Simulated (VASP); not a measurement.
# Li7S3 (R-3m) in VASP: relaxation of cell and atoms with PBE

Aim: the relaxation of cell and atoms of Li7S3 with PBE.

All numbers are computed with VASP 6.6.1; they aren't measurements. Logs are shortened: lines on timing, memory, paths and dates and some standing lists are left out, and cuts for length are marked.

## Step 1: The cell of the first run

It takes space group R-3m (No. 166, trigonal). The conventional cell has a = 7.153 Å, b = 7.153 Å, c = 27.518 Å, α = 90.00°, β = 90.00°, γ = 120.00°. Li (site symmetry -3m) has 2 S at 2.31 Å within 3.1 Å. Li (site symmetry m) has 2 S at 2.36 Å and 2 Li at 3.07 Å within 3.1 Å. Within 3.1 Å of S (site symmetry 3m) lie 4 Li at 2.31 to 2.36 Å. S (site symmetry -3m) has 6 Li at 2.36 Å within 3.1 Å.

The cell was built from a structure type or drawn by symmetry, and may not be a known phase.

## Step 2: Relaxation of cell and atoms, PBE

Input file INCAR:

```
SYSTEM = Li7S3
ALGO = Normal
EDIFF = 1E-6
EDIFFG = -0.04
ENCUT = 600
GGA = PE
IBRION = 2
ISIF = 3
ISMEAR = 0
LASPH = .True.
LCHARG = .False.
LREAL = .False.
LWAVE = .False.
NELM = 100
NSW = 90
PREC = Accurate
SIGMA = 0.1
```

Input file KPOINTS:

```
k-points
0
Gamma
  3 3 3
  0 0 0
```

Input file POSCAR:

```
Li7S3
1.0
    3.5767105600      2.0650148100      9.1727078600
   -3.5767105600      2.0650148100      9.1727078600
    0.0000000000     -4.1300296100      9.1727078600
Li S
7 3
Direct
    0.5000000000      0.5000000000      0.5000000000
    0.2080320600      0.2080320600      0.7080320600
    0.7080320600      0.2080320600      0.2080320600
    0.2080320600      0.7080320600      0.2080320600
    0.7919679400      0.2919679400      0.7919679400
    0.2919679400      0.7919679400      0.7919679400
    0.7919679400      0.7919679400      0.2919679400
    0.4160641100      0.4160641100      0.4160641100
    0.5839358900      0.5839358900      0.5839358900
    0.0000000000      0.0000000000      0.0000000000
```

Potentials or basis: VASP PAW PBE potentials, release 64 (Li_sv, S).

On the command line:

```
cat potpaw_PBE.64/Li_sv/POTCAR potpaw_PBE.64/S/POTCAR > POTCAR
mpirun -np 1 vasp_std > vasp.out
```

OUTCAR:

```text
SYSTEM = Li7S3
   EDIFF = 1E-6
   EDIFFG = -0.04
   ENCUT = 600
   GGA = PE
   IBRION = 2
   ISIF = 3
   ISMEAR = 0
   LASPH = .True.
   LREAL = .False.
   NELM = 100
   NSW = 90
   PREC = Accurate

 ion  position               nearest neighbor table
   1  0.500  0.500  0.500-   8 2.31   9 2.31
   2  0.208  0.208  0.708-   8 2.36  10 2.36
   3  0.708  0.208  0.208-   8 2.36  10 2.36
   4  0.208  0.708  0.208-   8 2.36  10 2.36
   5  0.792  0.292  0.792-   9 2.36  10 2.36
   6  0.292  0.792  0.792-   9 2.36  10 2.36
   7  0.792  0.792  0.292-   9 2.36  10 2.36
   8  0.416  0.416  0.416-   1 2.31   3 2.36   4 2.36   2 2.36
   9  0.584  0.584  0.584-   1 2.31   5 2.36   6 2.36   7 2.36
  10  0.000  0.000  0.000-   3 2.36   4 2.36   5 2.36   6 2.36   2 2.36   7 2.36

  LATTYP: Found a trigonal (rhomboedric) cell.
 ALAT       =    10.0596080481
 COS(alpha) =     0.7471660027

  Lattice vectors:

 A1 = (   3.5767105600,   2.0650148100,   9.1727078600)
 A2 = (  -3.5767105600,   2.0650148100,   9.1727078600)
 A3 = (   0.0000000000,  -4.1300296100,   9.1727078600)

Analysis of symmetry for initial positions (statically):
=====================================================================
 Subroutine PRICEL returns:
 Original cell was already a primitive cell.

 Routine SETGRP: Setting up the symmetry group for a
 trigonal (rhombohedral) supercell.

 Subroutine GETGRP returns: Found 12 space group operations
 (whereof 12 operations were pure point group operations)
 out of a pool of 12 trial point group operations.

The static configuration has the point symmetry D_3d.

Analysis of symmetry for dynamics (positions and initial velocities):
=====================================================================
 Subroutine PRICEL returns:
 Original cell was already a primitive cell.

 Routine SETGRP: Setting up the symmetry group for a
 trigonal (rhombohedral) supercell.

 Subroutine GETGRP returns: Found 12 space group operations
 (whereof 12 operations were pure point group operations)
 out of a pool of 12 trial point group operations.

The dynamic configuration has the point symmetry D_3d.

 Subroutine INISYM returns: Found 12 space group operations
 (whereof 12 operations are pure point group operations),
 and found     1 'primitive' translations

----------------------------------------------------------------------------------------

                                     Primitive cell

  volume of cell :     406.4955

  direct lattice vectors                    reciprocal lattice vectors
     3.576710560  2.065014810  9.172707860     0.139793252  0.080709671  0.036339687
    -3.576710560  2.065014810  9.172707860    -0.139793252  0.080709671  0.036339687
     0.000000000 -4.130029610  9.172707860     0.000000000 -0.161419343  0.036339687

  length of vectors
    10.059608048 10.059608048 10.059608047     0.165459292  0.165459292  0.165459292

  position of ions in fractional coordinates (direct lattice)
     0.500000000  0.500000000  0.500000000
     0.208032060  0.208032060  0.708032060
     0.708032060  0.208032060  0.208032060
     0.208032060  0.708032060  0.208032060
     0.791967940  0.291967940  0.791967940
     0.291967940  0.791967940  0.791967940
     0.791967940  0.791967940  0.291967940
     0.416064110  0.416064110  0.416064110
     0.583935890  0.583935890  0.583935890
     0.000000000  0.000000000  0.000000000

  ion indices of the primitive-cell ions
   primitive index   ion index
                 1           1
                 2           2
                 3           3
                 4           4
                 5           5
                 6           6
                 7           7
                 8           8
                 9           9
                10          10

----------------------------------------------------------------------------------------

 KPOINTS: k-points

Automatic generation of k-mesh.
 Grid dimensions read from file:
 generate k-points for:    3    3    3

 Generating k-lattice:

  Cartesian coordinates                     Fractional coordinates (reciprocal lattice)
     0.046597751  0.026903224  0.012113229     0.333333333  0.000000000 -0.000000000
    -0.046597751  0.026903224  0.012113229     0.000000000  0.333333333 -0.000000000
     0.000000000 -0.053806448  0.012113229    -0.000000000 -0.000000000  0.333333333

  Length of vectors
     0.055153097  0.055153097  0.055153097

  Shift w.r.t. Gamma in fractional coordinates (k-lattice)
     0.000000000  0.000000000  0.000000000

 Subroutine IBZKPT returns following result:
 ===========================================

 Found      6 irreducible k-points:

 Following reciprocal coordinates:
            Coordinates               Weight
  0.000000  0.000000  0.000000      1.000000
  0.333333 -0.000000 -0.000000      6.000000
  0.333333  0.333333 -0.000000      6.000000
 -0.333333  0.333333  0.000000      6.000000
  0.333333  0.333333  0.333333      2.000000
 -0.333333  0.333333  0.333333      6.000000
   k-points           NKPTS =      6   k-points in BZ     NKDIM =      6   number of bands    NBANDS=     25
   number of dos      NEDOS =    301   number of ions     NIONS =     10
   total plane-waves  NPLWV = 512000
   dimension x,y,z NGX =    80 NGY =   80 NGZ =   80
   dimension x,y,z NGXF=   160 NGYF=  160 NGZF=  160
   ions per type =               7   3
   NGX,Y,Z   is equivalent  to a cutoff of  13.22, 13.22, 13.22 a.u.
   NGXF,Y,Z  is equivalent  to a cutoff of  26.44, 26.44, 26.44 a.u.
 SYSTEM =  Li7S3
   PREC   = accura    normal or accurate (medium, high low for compatibility)
   ISTART =      0    job   : 0-new  1-cont  2-samecut
   ICHARG =      2    charge: 1-file 2-atom 10-const
   ISPIN  =      1    spin polarized calculation?
   LNONCOLLINEAR =      F non collinear calculations
   LSORBIT =      F    spin-orbit coupling
   LASPH  =      T    aspherical Exc in radial PAW
   ENCUT  =  600.0 eV  44.10 Ry    6.64 a.u.  20.09 20.09 20.09*2*pi/ulx,y,z
   NELM   =    100;   NELMIN=  2; NELMDL= -5     # of ELM steps
   EDIFF  = 0.1E-05   stopping-criterion for ELM
   LREAL  =      F    real-space projection
   EDIFFG = -.4E-01   stopping-criterion for IOM
   NSW    =     90    number of steps for IOM
   IBRION =      2    ionic relax: 0-MD 1-quasi-New 2-CG
   NFREE  =      1    steps in history (QN), initial steepest desc. (CG)
   ISIF   =      3    stress and relaxation
   ISYM   =      2    0-nonsym 1-usesym 2-fastsym
   POTIM  = 0.5000    time-step for ionic-motion
   TEBEG  =    0.0;   TEEND  =   0.0 temperature during run
   PSTRESS=    0.0 pullay stress
   NELECT =      39.0000    total number of electrons
   NUPDOWN=      -1.0000    fix difference up-down
   EMIN   =  10.00;   EMAX   =-10.00  energy-range for DOS
   EFERMI =   0.00;   METHOD = LEGACY
   ISMEAR =     0;   SIGMA  =   0.10  broadening in eV -4-tet -1-fermi 0-gaus
   EFERMI_NEDOS =   21; number of points for ismear=-14 and -15
   IALGO  =     38    algorithm
   IMIX   =      4    mixing-type and parameters
     AMIX     =   0.40;   BMIX     =  1.00
     AMIX_MAG =   1.60;   BMIX_MAG =  1.00
  volume/ion in A,a.u.               =      40.65       274.32
  Fermi-wavevector in a.u.,A,eV,Ry     =   0.749453  1.416261  7.642119  0.561680
  Thomas-Fermi vector in A             =   1.845976
   LORBIT       =      0    0 simple, 1 ext, 2 COOP (PROOUT), +10 PAW based schemes
   GGA     = PE    functional components
   LHFCALC =     F    Hartree Fock is set to
   AEXX    =    0.0000 exact exchange contribution
   IVDW    =     0    specifies the selected vdW correction
   LEPSILON=     F    determine dielectric tensor
   LRPA    =     F    only Hartree local field effects (RPA)
 conjugate gradient relaxation of ions
 non-spin polarized calculation
 Gauss-broadening in eV      SIGMA  =   0.10
  energy-cutoff  :      600.00
  volume of cell :      406.50
 maximum number of plane-waves:     13615
   NGX = 41   NGY = 41   NGZ = 41

--------------------------------------- Ionic step        1  -------------------------------------------

 number of electron      39.0000009 magnetization

 Free energy of the ion-electron system (eV)
  ---------------------------------------------------
  ext. energy  EPLUGINS =         0.00000000
  ---------------------------------------------------
  free energy    TOTEN  =       -34.01422568 eV

  energy without entropy =      -33.98501919  energy(sigma->0) =      -33.99962244

------------------------ aborting loop because EDIFF is reached ----------------------------------------

  FORCE on cell =-STRESS in cart. coord.  units (eV):
  Direction    XX          YY          ZZ          XY          YZ          ZX
  --------------------------------------------------------------------------------------
  -------------------------------------------------------------------------------------
  Total       -2.2290215     -2.2290215     -0.7943244      0.0000000     -0.0000000      0.0000000
  in kB       -8.7855520     -8.7855520     -3.1307811      0.0000000     -0.0000000      0.0000000
  external PRESSURE =      -6.9006283 kB  Pullay stress =       0.0000000 kB
[... 113 lines left out ...]
  FREE ENERGIE OF THE ION-ELECTRON SYSTEM (eV)
  ---------------------------------------------------
  free  energy   TOTEN  =       -34.2077825577 eV

  energy  without entropy=      -34.1807175887  energy(sigma->0) =      -34.19425007

[... ionic steps 4 to 7 ...]

--------------------------------------- Ionic step        8  -------------------------------------------

 number of electron      38.9999994 magnetization

------------------------ aborting loop because EDIFF is reached ----------------------------------------

  FORCE on cell =-STRESS in cart. coord.  units (eV):
  Direction    XX          YY          ZZ          XY          YZ          ZX
  --------------------------------------------------------------------------------------
  -------------------------------------------------------------------------------------
  Total       -0.5292230     -0.5292230      0.8271440      0.0000000      0.0000000      0.0000000
  in kB       -2.2018652     -2.2018652      3.4413838      0.0000000      0.0000000      0.0000000
  external PRESSURE =      -0.3207822 kB  Pullay stress =       0.0000000 kB
[... 73 lines left out ...]
  energy  without entropy=      -34.2631130387  energy(sigma->0) =      -34.27915720

--------------------------------------- Ionic step       10  -------------------------------------------

 number of electron      38.9999979 magnetization

 Free energy of the ion-electron system (eV)
  ---------------------------------------------------
  ext. energy  EPLUGINS =         0.00000000
  ---------------------------------------------------
  free energy    TOTEN  =       -34.31011752 eV

  energy without entropy =      -34.27710409  energy(sigma->0) =      -34.29361081

 E-fermi :   0.4587     XC(G=0):  -5.0478

 val. band max:        0.4373080252   @ k =   0.3333   0.3333  -0.0000
 cond. band min:       0.4853381803   @ k =  -0.3333   0.3333   0.3333
 fundamental gap:      0.0480301551
 Fermi energy:         0.4587102812

 k-point     1 :       0.0000    0.0000    0.0000
  band No.  band energies     occupation
      1     -47.1601      2.00000
      2     -47.1573      2.00000
      3     -47.1556      2.00000
      4     -47.1556      2.00000
      5     -47.1543      2.00000
      6     -47.1543      2.00000
[... 194 lines left out ...]
  FREE ENERGIE OF THE ION-ELECTRON SYSTEM (eV)
  ---------------------------------------------------
  free  energy   TOTEN  =       -34.3101175246 eV

  energy  without entropy=      -34.2771040902  energy(sigma->0) =      -34.29361081

 reached required accuracy - stopping structural energy minimisation
```

Run time: 20 min. Hardware: 1 thread of Intel Xeon Platinum 8488C (Sapphire Rapids), shared host; peak memory 1.1 GiB.

Results:

| Quantity | Value |
| --- | --- |
| Free energy | -34.3101 eV |
| Relaxed volume | 37.70 Å³/atom |
| Relaxed cell | a = 10.339 Å, b = 10.339 Å, c = 10.339 Å, α = 38.05°, β = 38.05°, γ = 38.05° |
| Space group after relaxing (to 0.1 Å) | R-3m (No. 166) |
| Energy gained by relaxing | 29.6 meV/atom |
| Ionic steps | 10 |
| Pressure after relaxing | -0.1 GPa |
| Largest force after relaxing | 0.036 eV/Å |
| Band gap on the k mesh | zero (an odd number of electrons rules out a gap without spin polarisation) |

Forces on the atoms (eV/Å):
```
Li   0.000  0.000  0.000
Li   0.000  0.004 -0.036
Li  -0.004 -0.002 -0.036
Li   0.004 -0.002 -0.036
Li  -0.004  0.002  0.036
Li   0.004  0.002  0.036
Li   0.000 -0.004  0.036
S    0.000  0.000 -0.011
S    0.000  0.000  0.011
S    0.000  0.000  0.000
```

Stress tensor (GPa, compression positive):
```
-0.10  0.00  0.00
 0.00 -0.10  0.00
 0.00  0.00  0.04
```

The path:
```tsv
step	energy change (eV)	largest force (eV/Å)	pressure (GPa)	volume (Å³)
1	0.0000	0.6313	-0.69	406.50
2	-0.1408	0.3869	-0.38	396.28
3	-0.1936	0.3695	0.07	385.47
4	-0.1937	0.3478	0.04	385.97
5	-0.2101	0.2838	0.03	385.72
6	-0.2381	0.0562	0.02	384.98
7	-0.2396	0.0568	0.03	384.74
8	-0.2568	0.0554	-0.03	385.09
9	-0.2810	0.0968	-0.21	385.70
10	-0.2959	0.0361	-0.05	376.96
```

Final structure:
```
Li S
1.0
     3.37051    1.94596    9.57887
    -3.37051    1.94596    9.57887
     0.00000   -3.89192    9.57887
Li S
7 3
Direct
  0.50000 0.50000 0.50000
  0.21746 0.21746 0.70243
  0.70243 0.21746 0.21746
  0.21746 0.70243 0.21746
  0.78254 0.29757 0.78254
  0.29757 0.78254 0.78254
  0.78254 0.78254 0.29757
  0.42163 0.42163 0.42163
  0.57837 0.57837 0.57837
  0.00000 0.00000 0.00000
```

Levels at points of the mesh, in eV from the Fermi level:
| k point | band 17 | band 18 | band 19 | band 20 | band 21 | band 22 | band 23 | band 24 |
| --- | --- | --- | --- | --- | --- | --- | --- | --- |
| (0.00, 0.00, 0.00) | -3.35 | -3.30 | -3.30 | -0.70 | 0.87 | 0.91 | 0.91 | 1.20 |

Caveat: the cutoff is under 1.25 times the usual one of these potentials, so pressure, stress and relaxed cells hold a basis-set (Pulay) error.
